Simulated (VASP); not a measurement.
# Rh (I4/mmm) in VASP: a series of runs

Runs on Rh. Level: r2SCAN. Tasks: single point.

Everything below comes from runs of VASP 6.6.1. Logs are shortened: lines on timing, memory, paths and dates and some standing lists are left out, and cuts for length are marked.

### 1 The cell of the first run

The structure is tetragonal, space group I4/mmm (No. 139). The conventional cell has a = 2.770 Å, b = 2.770 Å, c = 3.860 Å, α = 90.00°, β = 90.00°, γ = 90.00°. Within 3.6 Å of Rh (site symmetry 4/mmm) lie 12 Rh at 2.75 to 2.77 Å.

### 2 Single point, r2SCAN (strain +0.030 along x and y, +0.015 along z)

The input, POSCAR:

```
Rh
1.0
    0.0000000000      1.9585965000      1.9300732500
    1.9585965000      0.0000000000      1.9300732500
    1.9585965000      1.9585965000      0.0000000000
Rh
1
Direct
    0.0000000000      0.0000000000      0.0000000000
```

The input, INCAR.step1:

```
SYSTEM = Rh
  ALGO = Normal
  EDIFF = 1E-4
  ENCUT = 520
  GGA = PE
  ISMEAR = 0
  LASPH = .TRUE.
  LCHARG = .FALSE.
  LREAL = .FALSE.
  LWAVE = .TRUE.
  NBANDS = 14
  NELM = 100
  PREC = Accurate
  SIGMA = 0.15
```

The input, INCAR.step2:

```
SYSTEM = Rh
  ALGO = Normal
  EDIFF = 1E-6
  ENCUT = 520
  ISIF = 2
  ISMEAR = 0
  ISTART = 1
  LASPH = .TRUE.
  LCHARG = .FALSE.
  LMIXTAU = .TRUE.
  LREAL = .FALSE.
  LWAVE = .FALSE.
  METAGGA = R2SCAN
  NBANDS = 14
  NELM = 100
  PREC = Accurate
  SIGMA = 0.15
```

The input, KPOINTS:

```
k-points
0
G
  22 22 22
  0 0 0
```

Potentials or basis: VASP PAW PBE potentials, release 64 (Rh_pv).

Run with:

```
cat potpaw_PBE.64/Rh_pv/POTCAR > POTCAR
cp INCAR.step1 INCAR
mpirun -np 1 vasp_std > vasp.out
cp INCAR.step2 INCAR
mpirun -np 1 vasp_std > vasp.out
```

OUTCAR:

```text
SYSTEM = Rh
   EDIFF = 1E-6
   ENCUT = 520
   ISIF = 2
   ISMEAR = 0
   ISTART = 1
   LASPH = .TRUE.
   LREAL = .FALSE.
   METAGGA = R2SCAN
   NELM = 100
   PREC = Accurate

 ion  position               nearest neighbor table
   1  0.000  0.000  0.000-

  LATTYP: Found a body centered tetragonal cell.
 ALAT       =     2.7698737335
 C/A-ratio  =     1.3936182192

  Lattice vectors:

 A1 = (   0.0000000000,  -1.9585965000,  -1.9300732500)
 A2 = (   0.0000000000,   1.9585965000,  -1.9300732500)
 A3 = (   1.9585965000,   0.0000000000,   1.9300732500)

Analysis of symmetry for initial positions (statically):
=====================================================================
 Subroutine PRICEL returns:
 Original cell was already a primitive cell.

 Routine SETGRP: Setting up the symmetry group for a
 body centered tetragonal supercell.

 Subroutine GETGRP returns: Found 16 space group operations
 (whereof 16 operations were pure point group operations)
 out of a pool of 16 trial point group operations.

The static configuration has the point symmetry D_4h.

Analysis of symmetry for dynamics (positions and initial velocities):
=====================================================================
 Subroutine PRICEL returns:
 Original cell was already a primitive cell.

 Routine SETGRP: Setting up the symmetry group for a
 body centered tetragonal supercell.

 Subroutine GETGRP returns: Found 16 space group operations
 (whereof 16 operations were pure point group operations)
 out of a pool of 16 trial point group operations.

The dynamic configuration has the point symmetry D_4h.

 Subroutine INISYM returns: Found 16 space group operations
 (whereof 16 operations are pure point group operations),
 and found     1 'primitive' translations

----------------------------------------------------------------------------------------

                                     Primitive cell

  volume of cell :      14.8079

  direct lattice vectors                    reciprocal lattice vectors
     0.000000000  1.958596500  1.930073250    -0.255284843  0.255284843  0.259057525
     1.958596500  0.000000000  1.930073250     0.255284843 -0.255284843  0.259057525
     1.958596500  1.958596500  0.000000000     0.255284843  0.255284843 -0.259057525

  length of vectors
     2.749778718  2.749778718  2.769873734     0.444355155  0.444355155  0.444355155

  position of ions in fractional coordinates (direct lattice)
     0.000000000  0.000000000  0.000000000

  ion indices of the primitive-cell ions
   primitive index   ion index
                 1           1

----------------------------------------------------------------------------------------

 KPOINTS: k-points

Automatic generation of k-mesh.
 Grid dimensions read from file:
 generate k-points for:   22   22   22

 Generating k-lattice:

  Cartesian coordinates                     Fractional coordinates (reciprocal lattice)
    -0.011603856  0.011603856  0.011775342     0.045454545  0.000000000  0.000000000
     0.011603856 -0.011603856  0.011775342     0.000000000  0.045454545  0.000000000
     0.011603856  0.011603856 -0.011775342    -0.000000000 -0.000000000  0.045454545

  Length of vectors
     0.020197962  0.020197962  0.020197962

  Shift w.r.t. Gamma in fractional coordinates (k-lattice)
     0.000000000  0.000000000  0.000000000

 Subroutine IBZKPT returns following result:
 ===========================================

 Found    834 irreducible k-points:

 Following reciprocal coordinates:
            Coordinates               Weight
  0.000000  0.000000  0.000000      1.000000
  0.045455 -0.000000  0.000000      8.000000
  0.090909 -0.000000  0.000000      8.000000
  0.136364  0.000000  0.000000      8.000000
  0.181818 -0.000000  0.000000      8.000000
  0.227273 -0.000000  0.000000      8.000000
[... 16 lines left out ...]
  0.500000  0.045455  0.000000      8.000000
 -0.454545  0.045455  0.000000      8.000000
 [... further k-points ...]
   k-points           NKPTS =    834   k-points in BZ     NKDIM =    834   number of bands    NBANDS=     14
   number of dos      NEDOS =    301   number of ions     NIONS =      1
   total plane-waves  NPLWV =   9600
   dimension x,y,z NGX =    20 NGY =   20 NGZ =   24
   dimension x,y,z NGXF=    40 NGYF=   40 NGZF=   48
   ions per type =               1
   NGX,Y,Z   is equivalent  to a cutoff of  12.09, 12.09, 14.40 a.u.
   NGXF,Y,Z  is equivalent  to a cutoff of  24.18, 24.18, 28.81 a.u.
 SYSTEM =  Rh
   PREC   = accura    normal or accurate (medium, high low for compatibility)
   ISTART =      1    job   : 0-new  1-cont  2-samecut
   ICHARG =      0    charge: 1-file 2-atom 10-const
   ISPIN  =      1    spin polarized calculation?
   LNONCOLLINEAR =      F non collinear calculations
   LSORBIT =      F    spin-orbit coupling
   LASPH  =      T    aspherical Exc in radial PAW
   ENCUT  =  520.0 eV  38.22 Ry    6.18 a.u.   5.11  5.11  5.15*2*pi/ulx,y,z
   NELM   =    100;   NELMIN=  2; NELMDL=  0     # of ELM steps
   EDIFF  = 0.1E-05   stopping-criterion for ELM
   LREAL  =      F    real-space projection
   EDIFFG = 0.1E-04   stopping-criterion for IOM
   NSW    =      0    number of steps for IOM
   IBRION =     -1    ionic relax: 0-MD 1-quasi-New 2-CG
   NFREE  =      0    steps in history (QN), initial steepest desc. (CG)
   ISIF   =      2    stress and relaxation
   ISYM   =      2    0-nonsym 1-usesym 2-fastsym
   POTIM  = 0.5000    time-step for ionic-motion
   TEBEG  =    0.0;   TEEND  =   0.0 temperature during run
   PSTRESS=    0.0 pullay stress
   NELECT =      15.0000    total number of electrons
   NUPDOWN=      -1.0000    fix difference up-down
   EMIN   =  10.00;   EMAX   =-10.00  energy-range for DOS
   EFERMI =   0.00;   METHOD = LEGACY
   ISMEAR =     0;   SIGMA  =   0.15  broadening in eV -4-tet -1-fermi 0-gaus
   EFERMI_NEDOS =   21; number of points for ismear=-14 and -15
   IALGO  =     38    algorithm
   IMIX   =      4    mixing-type and parameters
     AMIX     =   0.40;   BMIX     =  1.00
     AMIX_MAG =   1.60;   BMIX_MAG =  1.00
  volume/ion in A,a.u.               =      14.81        99.93
  Fermi-wavevector in a.u.,A,eV,Ry     =   1.644147  3.106988 36.779537  2.703220
  Thomas-Fermi vector in A             =   2.734162
   LORBIT       =      0    0 simple, 1 ext, 2 COOP (PROOUT), +10 PAW based schemes
   METAGGA = R2SCAN    functional components
   LHFCALC =     F    Hartree Fock is set to
   AEXX    =    0.0000 exact exchange contribution
   IVDW    =     0    specifies the selected vdW correction
   LEPSILON=     F    determine dielectric tensor
   LRPA    =     F    only Hartree local field effects (RPA)
 non-spin polarized calculation
 Gauss-broadening in eV      SIGMA  =   0.15
  energy-cutoff  :      520.00
  volume of cell :       14.81
 maximum number of plane-waves:       411
   NGX = 11   NGY = 11   NGZ = 11

 number of electron      14.9999999 magnetization

 Free energy of the ion-electron system (eV)
  ---------------------------------------------------
  ext. energy  EPLUGINS =         0.00000000
  ---------------------------------------------------
  free energy    TOTEN  =       -24.08588568 eV

  energy without entropy =      -24.06940845  energy(sigma->0) =      -24.07764707

 E-fermi :  10.4142     XC(G=0): -14.6540

 val. band max:       10.4140598320   @ k =   0.3636   0.3636   0.0000
 cond. band min:      10.4178806959   @ k =  -0.2727   0.1364   0.0909
 fundamental gap:      0.0038208639
 Fermi energy:        10.4141779251

 k-point     1 :       0.0000    0.0000    0.0000
  band No.  band energies     occupation
      1     -37.2362      2.00000
      2     -37.2362      2.00000
      3     -37.2283      2.00000
      4       2.7996      2.00000
      5       7.5517      2.00000
      6       7.5517      2.00000
      7       7.6976      2.00000
      8       9.3690      2.00000
      9       9.5416      2.00000
     10      27.1630      0.00000
     11      27.9190      0.00000
     12      32.3404      0.00000
     13      32.3404      0.00000
     14      32.7602      0.00000

 k-point     2 :       0.0455   -0.0000    0.0000
  band No.  band energies     occupation
      1     -37.2471      2.00000
      2     -37.2381      2.00000
      3     -37.2316      2.00000
      4       2.8813      2.00000
      5       7.5349      2.00000
      6       7.5826      2.00000
      7       7.7107      2.00000
      8       9.3540      2.00000
      9       9.5237      2.00000
     10      27.2709      0.00000
     11      27.9190      0.00000
     12      31.9456      0.00000
     13      32.4497      0.00000
     14      32.7689      0.00000

 k-point     3 :       0.0909   -0.0000    0.0000
  band No.  band energies     occupation
      1     -37.2834      2.00000
      2     -37.2435      2.00000
      3     -37.2370      2.00000
      4       3.1197      2.00000
      5       7.4611      2.00000
      6       7.6670      2.00000
      7       7.7772      2.00000
      8       9.3192      2.00000
      9       9.4789      2.00000
     10      27.5656      0.00000
     11      27.9192      0.00000
     12      30.8548      0.00000
     13      32.7697      0.00000
     14      33.0556      0.00000

 k-point     4 :       0.1364    0.0000    0.0000
  band No.  band energies     occupation
      1     -37.3411      2.00000
      2     -37.2522      2.00000
      3     -37.2445      2.00000
      4       3.4927      2.00000
      5       7.3527      2.00000
      6       7.7766      2.00000
      7       7.8843      2.00000
      8       9.2964      2.00000
      9       9.4365      2.00000
     10      27.9185      0.00000
     11      27.9366      0.00000
     12      29.5488      0.00000
     13      33.2749      0.00000
     14      33.5514      0.00000

 k-point     5 :       0.1818   -0.0000    0.0000
  band No.  band energies     occupation
      1     -37.4150      2.00000
      2     -37.2632      2.00000
      3     -37.2540      2.00000
      4       3.9516      2.00000
      5       7.2806      2.00000
      6       7.8618      2.00000
      7       7.9790      2.00000
      8       9.3387      2.00000
      9       9.4466      2.00000
     10      27.7703      0.00000
     11      27.9211      0.00000
[... 276 lines left out ...]
 k-point    22 :       0.4545    0.0455    0.0000
  band No.  band energies     occupation
      1     -37.8170      2.00000
      2     -37.3300      2.00000
      3     -37.3125      2.00000
      4       4.7913      2.00000
      5       7.5216      2.00000
      6       7.5569      2.00000
      7       9.9934      1.99993
      8      10.9261      0.00000
      9      11.6183      0.00000
     10      19.4754      0.00000
     11      26.9339      0.00000
     12      27.9192      0.00000
     13      31.7542      0.00000
     14      32.3718      0.00000

 k-point    23 :       0.5000    0.0455    0.0000
  band No.  band energies     occupation
      1     -37.8359      2.00000
      2     -37.3308      2.00000
      3     -37.3175      2.00000
      4       4.7626      2.00000
      5       7.4809      2.00000
      6       7.5251      2.00000
      7      10.2661      1.83741
      8      10.9739      0.00000
      9      12.0477      0.00000
     10      18.7847      0.00000
     11      26.7969      0.00000
     12      27.9190      0.00000
     13      31.6863      0.00000
     14      31.9057      0.00000

 k-point    24 :      -0.4545    0.0455    0.0000
  band No.  band energies     occupation
      1     -37.8314      2.00000
      2     -37.3279      2.00000
      3     -37.3192      2.00000
      4       4.7698      2.00000
      5       7.4811      2.00000
      6       7.5377      2.00000
      7      10.2646      1.84144
      8      10.8849      0.00001
      9      11.9638      0.00000
     10      18.9470      0.00000
     11      26.8270      0.00000
     12      27.9191      0.00000
     13      31.7545      0.00000
     14      31.9564      0.00000

 [... further k-points ...]
[... 5 lines left out ...]
  --------------------------------------------------------------------------------------
  -------------------------------------------------------------------------------------
  Total       -1.6377832     -1.6377832     -1.3737569      0.0000000      0.0000000     -0.0000000
  in kB     -177.2038890   -177.2038890   -148.6369340      0.0000000      0.0000000     -0.0000000
  external PRESSURE =    -167.6815706 kB  Pullay stress =       0.0000000 kB

 VOLUME and BASIS-vectors are now :
 -----------------------------------------------------------------------------
  energy-cutoff  :      520.00
  volume of cell :       14.81
      direct lattice vectors                 reciprocal lattice vectors
     0.000000000  1.958596500  1.930073250    -0.255284843  0.255284843  0.259057525
     1.958596500  0.000000000  1.930073250     0.255284843 -0.255284843  0.259057525
     1.958596500  1.958596500  0.000000000     0.255284843  0.255284843 -0.259057525

 POSITION                                       TOTAL-FORCE (eV/Angst)
 -----------------------------------------------------------------------------------
      0.00000      0.00000      0.00000        -0.000000      0.000000      0.000000
 -----------------------------------------------------------------------------------
    total drift:                                0.000000      0.000000      0.000000

  FREE ENERGIE OF THE ION-ELECTRON SYSTEM (eV)
  ---------------------------------------------------
  free  energy   TOTEN  =       -24.0858856848 eV

  energy  without entropy=      -24.0694084465  energy(sigma->0) =      -24.07764707
```

Run time: 10 min. Hardware: 1 thread of Intel Xeon 8259CL, shared host; peak memory 0.26 GiB.

What came out:

| Item | Value |
| --- | --- |
| Free energy | -24.0859 eV |
| Pressure | -16.8 GPa |
| Band gap on the k mesh | zero (an odd number of electrons rules out a gap without spin polarisation) |

Caveat: the cell differs from its parent crystal (strain +0.030 along x and y, +0.015 along z); the cell stands under tension; an empty level that is flat over the whole mesh can mark a ghost state of the potentials, or a narrow d or f band; the PAW data sets were made with another functional, which shifts forces and pressure a little.

### 3 Single point, r2SCAN (strain -0.030 along x and y, -0.015 along z)

The input, POSCAR:

```
Rh
1.0
    0.0000000000      1.8445035000      1.8730267500
    1.8445035000      0.0000000000      1.8730267500
    1.8445035000      1.8445035000      0.0000000000
Rh
1
Direct
    0.0000000000      0.0000000000      0.0000000000
```

The input, INCAR.step1:

```
ALGO = Normal
EDIFF = 1E-4
ENCUT = 520
GGA = PE
ISMEAR = 0
LASPH = T
LCHARG = F
LREAL = F
LWAVE = T
NBANDS = 14
NELM = 100
PREC = Accurate
SIGMA = 0.15
```

The input, INCAR.step2:

```
ALGO = Normal
EDIFF = 1E-6
ENCUT = 520
ISIF = 2
ISMEAR = 0
ISTART = 1
LASPH = T
LCHARG = F
LMIXTAU = T
LREAL = F
LWAVE = F
METAGGA = R2SCAN
NBANDS = 14
NELM = 100
PREC = Accurate
SIGMA = 0.15
```

The input, KPOINTS:

```
k-points
0
Gamma
  22 22 22
```

Potentials or basis: VASP PAW PBE potentials, release 64 (Rh_pv).

Run with:

```
cat potpaw_PBE.64/Rh_pv/POTCAR > POTCAR
cp INCAR.step1 INCAR
mpirun -np 1 vasp_std > vasp.out
cp INCAR.step2 INCAR
mpirun -np 1 vasp_std > vasp.out
```

Run time: 9.8 min. Hardware: 1 thread of Intel Xeon 8259CL, shared host; peak memory 0.24 GiB.

It converged, with:

| Quantity | Value |
| --- | --- |
| Free energy | -24.0620 eV |
| Pressure | 26.9 GPa |
| Band gap on the k mesh | zero (an odd number of electrons rules out a gap without spin polarisation) |

Stress tensor (GPa, compression positive):
```
28.43  0.00  0.00
 0.00 28.43  0.00
 0.00  0.00 23.71
```

Levels at points of the mesh, in eV from the Fermi level:
| k point | band 3 | band 4 | band 5 | band 6 | band 7 | band 8 | band 9 | band 10 | band 11 | band 12 |
| --- | --- | --- | --- | --- | --- | --- | --- | --- | --- | --- |
| (0.00, 0.00, 0.00) | -47.92 | -8.76 | -3.69 | -3.50 | -3.50 | -1.31 | -1.07 | 16.64 | 17.31 | 22.48 |
| (0.50, 0.00, 0.00) | -48.04 | -7.02 | -3.79 | -3.60 | 0.63 | 0.73 | 0.84 | 9.95 | 16.21 | 17.31 |
| (0.50, 0.50, 0.00) | -48.27 | -7.32 | -6.91 | 0.62 | 1.19 | 1.19 | 3.38 | 13.61 | 14.69 | 14.69 |
| (0.50, 0.00, 0.50) | -48.29 | -7.34 | -6.92 | 0.60 | 1.12 | 1.29 | 3.75 | 14.07 | 14.28 | 14.50 |

Caveat: the cell differs from its parent crystal (strain -0.030 along x and y, -0.015 along z); the cell stands under pressure; the PAW data sets were made with another functional, which shifts forces and pressure a little.
